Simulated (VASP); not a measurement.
Set up this calculation in VASP 6.6.1, as the native input.

| Property | Result |
| --- | --- |
| Task | single point |
| Functional | PBE |
| Dispersion | D3(BJ) |
| Potentials or basis | VASP PAW PBE potentials, release 64 (Si, B) |
| Cutoff | 520 eV |
| k mesh | 2 × 2 × 2 |
| Occupations | fermi-dirac, width 0.05 eV |
| Spin | collinear spin |
| Starting moments | [0.0, 0.0, 0.0, 0.0, 0.0, 0.0, 0.0, 0.0, 0.0, 0.0, 0.0, 0.0, 0.0, 0.0, 0.0, 0.0, 1.0] μB |
| Dipole correction | no |
| Further INCAR settings | LREAL = Auto; ALGO = Normal; EDIFF = 1e-06; NBANDS = 52 |

The structure of Si16B (a cell with a defect) lies in POSCAR:

```
Si16B
1.0
    0.0000000000      5.4300000000      5.4300000000
    5.4300000000      0.0000000000      5.4300000000
    5.4300000000      5.4300000000      0.0000000000
Si B
16 1
Direct
    0.0004100840      0.0048522803      0.0008059456
    0.1259155322      0.1257593323      0.1255728956
   -0.0006973849     -0.0001603967      0.4987799622
    0.1199021956      0.1240549393      0.6249113416
   -0.0024561079      0.4978343453     -0.0026410079
    0.1222700381      0.6222311393      0.1222735200
    0.0013660927      0.5007739024      0.5051428502
    0.1261347545      0.6267464180      0.6252909957
    0.4991736749     -0.0001856379     -0.0007803242
    0.6248184975      0.1242602791      0.1202206743
    0.5024641688      0.0021915375      0.5026446861
    0.6270314082      0.1271779832      0.6269481530
    0.5050941113      0.5003512407      0.0013394984
    0.6254784056      0.6266288551      0.1256740466
    0.4991440165      0.4994601283      0.4987249998
    0.6240924721      0.6195464950      0.6243911062
    0.8150821408      0.3195047589      0.8124748567
```

One way to write it, as run:

INCAR

```
SYSTEM = Si16B
PREC = Accurate
ENCUT = 520
EDIFF = 1E-6
ISMEAR = -1
SIGMA = 0.05
LREAL = Auto
LASPH = .TRUE.
NELM = 150
ALGO = Normal
ISIF = 2
LWAVE = .FALSE.
LCHARG = .FALSE.
ISPIN = 2
MAGMOM = 0 0 0 0 0 0 0 0 0 0 0 0 0 0 0 0 1
LORBIT = 11
GGA = PE
IVDW = 12
NBANDS = 52
```

KPOINTS

```
regular mesh
0
G
  2 2 2
  0 0 0
```

Potentials or basis: VASP PAW PBE potentials, release 64 (Si, B).

Run with:

```console
$ cat potpaw_PBE.64/Si/POTCAR potpaw_PBE.64/B/POTCAR > POTCAR
$ mpirun -np 1 vasp_std > vasp.out
```

Results of the run:

The pressure is -0.2 GPa. The largest force is 0.084 eV/Å and the net moment is 0.00 μB per cell. The valence electrons inside the program's atomic spheres are Si 1.67, 1.70, 1.71 (each value once); B 1.68. The dispersion energy per atom is -0.313 eV.

Caveat: the k points lie up to 0.50 Å⁻¹ apart.

It took 16 min on 1 thread of Intel Xeon 8259CL, with other jobs on the host, peak memory 0.71 GiB.
